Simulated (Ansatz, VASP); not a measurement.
**YbBi: VASP beside Ansatz**

File INCAR:

```
SYSTEM = YbBi
PREC = Accurate ; ENCUT = 520
EDIFF = 1E-7 ; ISMEAR = 0
SIGMA = 0.05 ; LREAL = .FALSE.
LASPH = .TRUE. ; NELM = 150
ALGO = Normal ; ISIF = 2
LWAVE = .FALSE. ; LCHARG = .FALSE.
ISPIN = 2 ; MAGMOM = 1 0
LORBIT = 11 ; LMAXMIX = 6
LDAU = .TRUE. ; LDAUTYPE = 2
LDAUL = 3 -1 ; LDAUU = 6 0
LDAUJ = 0 0 ; LDAUPRINT = 1
GGA = PE ; NBANDS = 30
```

File KPOINTS:

```
regular mesh
0
G
  8 8 8
  0 0 0
```

The input POSCAR:

```
YbBi
1.0
    3.9782629517      0.0000000000      0.0000000000
    0.0000000000      3.9782629517      0.0000000000
    0.0000000000      0.0000000000      3.9782629517
Yb Bi
1 1
Direct
    0.0000000000      0.0000000000      0.0000000000
    0.5000000000      0.5000000000      0.5000000000
```

Input for Ansatz:

```yaml
crystal:
  lattice:
    - [3.9782629517, 0.0, 0.0]
    - [0.0, 3.9782629517, 0.0]
    - [0.0, 0.0, 3.9782629517]
  atoms:
    - { symbol: Yb, position: [0.0, 0.0, 0.0], spin: 1.0 }
    - { symbol: Bi, position: [0.5, 0.5, 0.5] }
basis:
  ecutwfc: 420
  ecutrho_ratio: 4
  xc_grid: 3
kpoints:
  mp_grid: { grid: [8, 8, 8] }
hamiltonian:
  xc: pbe
  hubbard: { sites: [{ species: Yb, l: f, u_eff: 6.0 }] }
scf:
  occupations: { method: gaussian, width: 0.05 }
output:
  forces: true
  stress: true
magnetization:
  spin_polarized: true
```

Alike in both runs: task single point; functional PBE; k mesh 8 × 8 × 8; occupations gaussian, width 0.05 eV; collinear spin; Hubbard terms Yb f U = 6.0 eV.

|  | VASP | Ansatz |
| --- | --- | --- |
| version | VASP 6.6.1 | Ansatz 0.2.0 |
| potentials or method | VASP PAW PBE potentials, release 64 (Yb, Bi_d), cutoff 520 eV | scalar-relativistic, plane waves, PAW |
| valence electrons in the cell | 39 | 39 |

|  | VASP | Ansatz | Ansatz less VASP |
| --- | --- | --- | --- |
| gap on the k mesh at the Fermi level (eV) | none | none | - |
| pressure (GPa) | -0.1 | 0.0 | +0.08 |
| net moment per atom (μB) | 0.00 | 0.00 | 0.000 |

The programs project onto different local orbitals, so the same U acts differently, and such runs can settle in different states. A gap of «none» marks a metal or a gap that the smearing closes. Ansatz's warnings: filled band counts differ across k points.

Neither program's run includes spin-orbit coupling.
